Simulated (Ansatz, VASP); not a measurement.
## Two plane-wave programs on Re

```
CELL_PARAMETERS angstrom
2.76080 0.00000 0.00000
-1.38040 2.39092 0.00000
0.00000 0.00000 4.45820
ATOMIC_POSITIONS crystal
Re 0.66667 0.33333 0.75000
Re 0.33333 0.66667 0.25000
```

Alike in both runs: task single point; functional PBE; k mesh 11 × 11 × 6; occupations gaussian, width 0.022 eV; no spin polarisation.

|  | VASP | Ansatz |
| --- | --- | --- |
| version | VASP 6.6.1 | Ansatz 0.2.0 |
| potentials or method | VASP PAW PBE potentials, release 64 (Re) | Ansatz PAW |
| plane-wave cutoff (eV) | 520 | 420 |
| valence electrons in the cell | 14 | 30 |

|  | VASP | Ansatz | Ansatz less VASP |
| --- | --- | --- | --- |
| gap on the k mesh at the Fermi level (eV) | none | none | - |
| pressure (GPa) | 5.4 | 5.8 | +0.42 |
| traceless stress, the component that is largest in VASP (GPa) | -0.65 | -0.54 | +0.117 |

A gap of «none» marks a metal or a gap that the smearing closes. VASP's potentials hold 14 valence electrons a cell and Ansatz's 30, so a difference there can come from the potentials and not from the codes.

Neither program's run includes spin-orbit coupling.
